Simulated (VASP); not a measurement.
A run of VASP 6.6.1:

File POSCAR:

```
W
1.0
    4.7273225463      0.0000000000      0.0000000000
   -2.3636612732      4.0939814170      0.0000000000
    0.0000000000      0.0000000000      2.6260340582
W
3
Direct
    0.0000000000      1.0000000000      0.0000000000
    0.3333333333      0.6666666667      0.5000000000
    0.6666666667      0.3333333333      0.5000000000
```

File INCAR.step1:

```
SYSTEM = W
ALGO     = Normal         ! electronic algorithm
EDIFF    = 1E-4           ! SCF threshold, eV
ENCUT    = 520            ! plane-wave cutoff, eV
GGA      = PE             ! functional
ISMEAR   = -1             ! smearing method
LASPH    = .TRUE.         ! aspherical terms in the spheres
LCHARG   = .FALSE.        ! write CHGCAR
LREAL    = .FALSE.        ! projectors in reciprocal space
LWAVE    = .TRUE.         ! write WAVECAR
NBANDS   = 28             ! bands
NELM     = 60             ! most SCF steps
PREC     = Accurate       ! precision mode
SIGMA    = 0.1            ! smearing width, eV
```

The input INCAR.step2:

```
SYSTEM = W
ALGO     = Normal         ! electronic algorithm
EDIFF    = 1E-6           ! SCF threshold, eV
ENCUT    = 520            ! plane-wave cutoff, eV
ISIF     = 2              ! what is computed and relaxed
ISMEAR   = -1             ! smearing method
ISTART   = 1            
LASPH    = .TRUE.         ! aspherical terms in the spheres
LCHARG   = .FALSE.        ! write CHGCAR
LMIXTAU  = .TRUE.       
LREAL    = .FALSE.        ! projectors in reciprocal space
LWAVE    = .FALSE.        ! write WAVECAR
METAGGA  = R2SCAN         ! meta-GGA
NBANDS   = 28             ! bands
NELM     = 60             ! most SCF steps
PREC     = Accurate       ! precision mode
SIGMA    = 0.1            ! smearing width, eV
```

Contents of KPOINTS:

```
k-points
0
G
  9 9 14
  0 0 0
```

Potentials or basis: VASP PAW PBE potentials, release 64 (W_sv).

Command:

```bash
$ cat potpaw_PBE.64/W_sv/POTCAR > POTCAR
$ cp INCAR.step1 INCAR
$ mpirun -np 1 vasp_std > vasp.out
$ cp INCAR.step2 INCAR
$ mpirun -np 1 vasp_std > vasp.out
```

Hardware: 1 thread of Intel(R) Xeon(R) Platinum 8559C (Emerald Rapids), on a shared host.

Question: Estimate the wall time of this run.

Answer: Wall time 3 min on 1 thread of Intel(R) Xeon(R) Platinum 8559C (Emerald Rapids) (shared host), peak memory 0.23 GiB. Counts: k points 96.
